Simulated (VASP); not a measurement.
# Ca3Fe (Pm-3m) in VASP: notebook, part 2 of 3

VASP 6.6.1. Earlier steps stand in the parts before.

### 3 Single point, PBE, collinear spin

This run uses another cell than the first one, of 30.93 Å³/atom.

Input file INCAR:

```
PREC     = Accurate       # precision mode
ENCUT    = 520            # plane-wave cutoff, eV
EDIFF    = 1E-6           # SCF threshold, eV
ISMEAR   = 0              # smearing method
SIGMA    = 0.1            # smearing width, eV
LREAL    = F              # projectors in reciprocal space
LASPH    = T              # aspherical terms in the spheres
NELM     = 150            # most SCF steps
ALGO     = Fast           # electronic algorithm
ISIF     = 2              # what is computed and relaxed
LWAVE    = F              # write WAVECAR
LCHARG   = F              # write CHGCAR
ISPIN    = 2              # spin polarisation
MAGMOM   = -0.15 -0.15 -0.15 2.61 # initial moments
LORBIT   = 11             # projections on sites
LMAXMIX  = 4              # l up to which the mixer works
GGA      = PE             # functional
NBANDS   = 31             # bands
```

Input file KPOINTS:

```
regular mesh
0
Gamma
  4 4 4
```

Input file POSCAR:

```
Ca3Fe
1.0
    4.9830372899      0.0000000000      0.0000000000
    0.0000000000      4.9830372899      0.0000000000
    0.0000000000      0.0000000000      4.9830372899
Ca Fe
3 1
Direct
    0.0000000000      0.5000000000      0.5000000000
    0.5000000000      0.0000000000      0.5000000000
    0.5000000000      0.5000000000      0.0000000000
    0.0000000000      0.0000000000      0.0000000000
```

Potentials or basis: VASP PAW PBE potentials, release 64 (Ca_sv, Fe).

Launch:

```sh
> cat potpaw_PBE.64/Ca_sv/POTCAR potpaw_PBE.64/Fe/POTCAR > POTCAR
> mpirun -np 1 vasp_std > vasp.out
```

OUTCAR:

```text
PREC = Accurate
   ENCUT = 520
   EDIFF = 1E-6
   ISMEAR = 0
   LREAL = F
   LASPH = T
   NELM = 150
   ISIF = 2
   ISPIN = 2
   LORBIT = 11
   GGA = PE

 ion  position               nearest neighbor table
   1  0.000  0.500  0.500-
   2  0.500  0.000  0.500-
   3  0.500  0.500  0.000-
   4  0.000  0.000  0.000-

  LATTYP: Found a simple cubic cell.
 ALAT       =     4.9830372899

  Lattice vectors:

 A1 = (   4.9830372899,   0.0000000000,   0.0000000000)
 A2 = (   0.0000000000,   4.9830372899,   0.0000000000)
 A3 = (   0.0000000000,   0.0000000000,   4.9830372899)

Analysis of symmetry for initial positions (statically):
=====================================================================
 Subroutine PRICEL returns:
 Original cell was already a primitive cell.

 Routine SETGRP: Setting up the symmetry group for a
 simple cubic supercell.

 Subroutine GETGRP returns: Found 48 space group operations
 (whereof 48 operations were pure point group operations)
 out of a pool of 48 trial point group operations.

The static configuration has the point symmetry O_h .

Analysis of symmetry for dynamics (positions and initial velocities):
=====================================================================
 Subroutine PRICEL returns:
 Original cell was already a primitive cell.

 Routine SETGRP: Setting up the symmetry group for a
 simple cubic supercell.

 Subroutine GETGRP returns: Found 48 space group operations
 (whereof 48 operations were pure point group operations)
 out of a pool of 48 trial point group operations.

The dynamic configuration has the point symmetry O_h .

Analysis of structural, dynamic, and magnetic symmetry:
=====================================================================
 Subroutine PRICEL returns:
 Original cell was already a primitive cell.

 Routine SETGRP: Setting up the symmetry group for a
 simple cubic supercell.

 Subroutine GETGRP returns: Found 48 space group operations
 (whereof 48 operations were pure point group operations)
 out of a pool of 48 trial point group operations.

The overall configuration has the point symmetry O_h .

 Subroutine INISYM returns: Found 48 space group operations
 (whereof 48 operations are pure point group operations),
 and found     1 'primitive' translations

----------------------------------------------------------------------------------------

                                     Primitive cell

  volume of cell :     123.7321

  direct lattice vectors                    reciprocal lattice vectors
     4.983037290  0.000000000  0.000000000     0.200680818  0.000000000  0.000000000
     0.000000000  4.983037290  0.000000000     0.000000000  0.200680818  0.000000000
     0.000000000  0.000000000  4.983037290     0.000000000  0.000000000  0.200680818

  length of vectors
     4.983037290  4.983037290  4.983037290     0.200680818  0.200680818  0.200680818

  position of ions in fractional coordinates (direct lattice)
[... 62 lines left out ...]
   ISPIN  =      2    spin polarized calculation?
   LNONCOLLINEAR =      F non collinear calculations
   LSORBIT =      F    spin-orbit coupling
   LASPH  =      T    aspherical Exc in radial PAW
   ENCUT  =  520.0 eV  38.22 Ry    6.18 a.u.   9.27  9.27  9.27*2*pi/ulx,y,z
   NELM   =    150;   NELMIN=  2; NELMDL= -5     # of ELM steps
   EDIFF  = 0.1E-05   stopping-criterion for ELM
   LREAL  =      F    real-space projection
   EDIFFG = 0.1E-04   stopping-criterion for IOM
   NSW    =      0    number of steps for IOM
   IBRION =     -1    ionic relax: 0-MD 1-quasi-New 2-CG
   NFREE  =      0    steps in history (QN), initial steepest desc. (CG)
   ISIF   =      2    stress and relaxation
   ISYM   =      2    0-nonsym 1-usesym 2-fastsym
   POTIM  = 0.5000    time-step for ionic-motion
   TEBEG  =    0.0;   TEEND  =   0.0 temperature during run
   PSTRESS=    0.0 pullay stress
   NELECT =      38.0000    total number of electrons
   NUPDOWN=      -1.0000    fix difference up-down
   EMIN   =  10.00;   EMAX   =-10.00  energy-range for DOS
   EFERMI =   0.00;   METHOD = LEGACY
   ISMEAR =     0;   SIGMA  =   0.10  broadening in eV -4-tet -1-fermi 0-gaus
   EFERMI_NEDOS =   21; number of points for ismear=-14 and -15
   IALGO  =     68    algorithm
   IMIX   =      4    mixing-type and parameters
     AMIX     =   0.40;   BMIX     =  1.00
     AMIX_MAG =   1.60;   BMIX_MAG =  1.00
  volume/ion in A,a.u.               =      30.93       208.75
  Fermi-wavevector in a.u.,A,eV,Ry     =   1.104524  2.087248 16.598749  1.219974
  Thomas-Fermi vector in A             =   2.240998
   LORBIT       =     11    0 simple, 1 ext, 2 COOP (PROOUT), +10 PAW based schemes
   GGA     = PE    functional components
   LHFCALC =     F    Hartree Fock is set to
   AEXX    =    0.0000 exact exchange contribution
   IVDW    =     0    specifies the selected vdW correction
   LEPSILON=     F    determine dielectric tensor
   LRPA    =     F    only Hartree local field effects (RPA)
 spin polarized calculation
 RMM-DIIS sequential band-by-band and
 Gauss-broadening in eV      SIGMA  =   0.10
  energy-cutoff  :      520.00
  volume of cell :      123.73
 maximum number of plane-waves:      3362
 NGX is ok and might be reduce to    40
   NGX = 19   NGY = 19   NGZ = 19

 number of electron      38.0000002 magnetization       2.6190994

 Free energy of the ion-electron system (eV)
  ---------------------------------------------------
  ext. energy  EPLUGINS =         0.00000000
  ---------------------------------------------------
  free energy    TOTEN  =       -12.10854515 eV

  energy without entropy =      -12.04715535  energy(sigma->0) =      -12.07785025

 E-fermi :   2.5264     XC(G=0):  -8.6666

 val. band max:        2.5122321384   @ k =   0.5000   0.2500   0.0000
 cond. band min:       2.5264643676   @ k =   0.5000   0.0000   0.0000
 fundamental gap:      0.0142322292
 Fermi energy:         2.5263631059

 spin component 1

 k-point     1 :       0.0000    0.0000    0.0000
  band No.  band energies     occupation
      1     -38.8437      1.00000
      2     -38.7903      1.00000
      3     -38.7903      1.00000
      4     -19.9874      1.00000
      5     -19.9874      1.00000
      6     -19.9874      1.00000
[... 329 lines left out ...]
     30       6.1003      0.00000
     31       6.1010      0.00000
 Fermi energy:         2.5263631059

 spin component 2

 k-point     1 :       0.0000    0.0000    0.0000
  band No.  band energies     occupation
      1     -38.8839      1.00000
      2     -38.8301      1.00000
      3     -38.8301      1.00000
      4     -20.0274      1.00000
      5     -20.0274      1.00000
      6     -20.0274      1.00000
[... 329 lines left out ...]
     30       6.1893      0.00000
     31       6.1906      0.00000

------------------------ aborting loop because EDIFF is reached ----------------------------------------

  FORCE on cell =-STRESS in cart. coord.  units (eV):
  Direction    XX          YY          ZZ          XY          YZ          ZX
  --------------------------------------------------------------------------------------
  -------------------------------------------------------------------------------------
  Total        0.1449401      0.1449401      0.1449401     -0.0000000     -0.0000000      0.0000000
  in kB        1.8767939      1.8767939      1.8767939     -0.0000000     -0.0000000      0.0000000
  external PRESSURE =       1.8767939 kB  Pullay stress =       0.0000000 kB

 VOLUME and BASIS-vectors are now :
 -----------------------------------------------------------------------------
  energy-cutoff  :      520.00
  volume of cell :      123.73
      direct lattice vectors                 reciprocal lattice vectors
     4.983037290  0.000000000  0.000000000     0.200680818  0.000000000  0.000000000
     0.000000000  4.983037290  0.000000000     0.000000000  0.200680818  0.000000000
     0.000000000  0.000000000  4.983037290     0.000000000  0.000000000  0.200680818

 POSITION                                       TOTAL-FORCE (eV/Angst)
 -----------------------------------------------------------------------------------
      0.00000      2.49152      2.49152         0.000000      0.000000      0.000000
      2.49152      0.00000      2.49152         0.000000      0.000000      0.000000
      2.49152      2.49152      0.00000         0.000000      0.000000      0.000000
      0.00000      0.00000      0.00000         0.000000      0.000000      0.000000
 -----------------------------------------------------------------------------------
    total drift:                               -0.000000     -0.000000     -0.000000

  FREE ENERGIE OF THE ION-ELECTRON SYSTEM (eV)
  ---------------------------------------------------
  free  energy   TOTEN  =       -12.1085451468 eV

  energy  without entropy=      -12.0471553513  energy(sigma->0) =      -12.07785025

 total charge

# of ion       s       p       d       tot
------------------------------------------
    1        2.088   5.834   0.217   8.139
    2        2.088   5.834   0.217   8.139
    3        2.088   5.834   0.217   8.139
    4        0.420   0.161   6.064   6.646
--------------------------------------------------
tot          6.684  17.665   6.714  31.063

 magnetization (x)

# of ion       s       p       d       tot
------------------------------------------
    1       -0.004  -0.005  -0.036  -0.045
    2       -0.004  -0.005  -0.036  -0.045
    3       -0.004  -0.005  -0.036  -0.045
    4        0.045   0.019   2.885   2.948
--------------------------------------------------
tot          0.033   0.005   2.776   2.813
```

It took 5.1 min on 1 thread of Oxide Virtual Turin-like, shared host; peak memory 0.28 GiB.

Results:

```
Free energy                                           : -12.1085 eV
Pressure                                              : 0.2 GPa
Net moment                                            : 2.62 μB per cell
Site moments                                          : Ca -0.04; Fe +2.95 μB
Valence electrons inside the program's atomic spheres : Ca 8.14; Fe 6.65
```

[end of part 2 of 3]
